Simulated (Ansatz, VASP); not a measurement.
This is a calculation of C for VASP 6.6.1.

INCAR

```
SYSTEM = C
PREC = Accurate ; ENCUT = 520
EDIFF = 1E-6 ; ISMEAR = 0
SIGMA = 0.1 ; LREAL = .False.
LASPH = .True. ; NELM = 100
ALGO = Normal ; ISIF = 2
LWAVE = .False. ; LCHARG = .False.
GGA = PS ; NBANDS = 16
```

The input KPOINTS:

```
Automatic mesh
0
Gamma
  12 12 12
  0 0 0
```

Contents of POSCAR:

```
C
1.0
    1.2331880975      0.7119814801      8.2826151019
   -1.2331880975      0.7119814801      8.2826151019
    0.0000000000     -1.4239629601      8.2826151019
C
4
Direct
    0.0871730800      0.0871730800      0.0871730800
    0.7538500600      0.7538500600      0.7538500600
    0.2461499400      0.2461499400      0.2461499400
    0.9128269200      0.9128269200      0.9128269200
```

Potentials or basis: VASP PAW PBE potentials, release 64 (C).

Run with:

```bash
$ cat potpaw_PBE.64/C/POTCAR > POTCAR
$ mpirun -np 1 vasp_std > vasp.out
```

Task: Set up the same calculation for Ansatz 0.2.0. Potentials there: Ansatz PAW.

Result: As run (the cutoff follows the program's own potentials):

The input input.yaml:

```yaml
crystal:
  lattice:
    - [1.2331880975, 0.7119814801, 8.2826151019]
    - [-1.2331880975, 0.7119814801, 8.2826151019]
    - [0.0, -1.4239629601, 8.2826151019]
  atoms:
    - { symbol: C, position: [0.08717308, 0.08717308, 0.08717308] }
    - { symbol: C, position: [0.75385006, 0.75385006, 0.75385006] }
    - { symbol: C, position: [0.24614994, 0.24614994, 0.24614994] }
    - { symbol: C, position: [0.91282692, 0.91282692, 0.91282692] }
hamiltonian:
  xc: pbesol
  pseudopotentials: { kind: paw }
kpoints:
  mp_grid: { grid: [12, 12, 12] }
scf:
  occupations: { method: gaussian, width: 0.1 }
output:
  forces: true
  stress: true
  eigenvalues: true
```

Potentials or basis: Ansatz PAW.

Run with:

```console
$ ansatz run input.yaml --threads 1 --pin off --max-ram 3584MiB --backend cpu --events-out ev --progress --plain --runs-dir out
```

Both were run:

|  | VASP | Ansatz | Ansatz less VASP |
| --- | --- | --- | --- |
| gap on the k mesh at the Fermi level (eV) | 0.19 | 0.18 | -0.001 |
| least direct gap on the mesh (eV) | 0.19 | 0.19 | -0.001 |
| pressure (GPa) | -1.5 | -2.1 | -0.54 |
| traceless stress, the component that is largest in VASP (GPa) | 1.30 | 1.90 | +0.604 |

VASP's potentials were made for PBE, not for PBEsol.
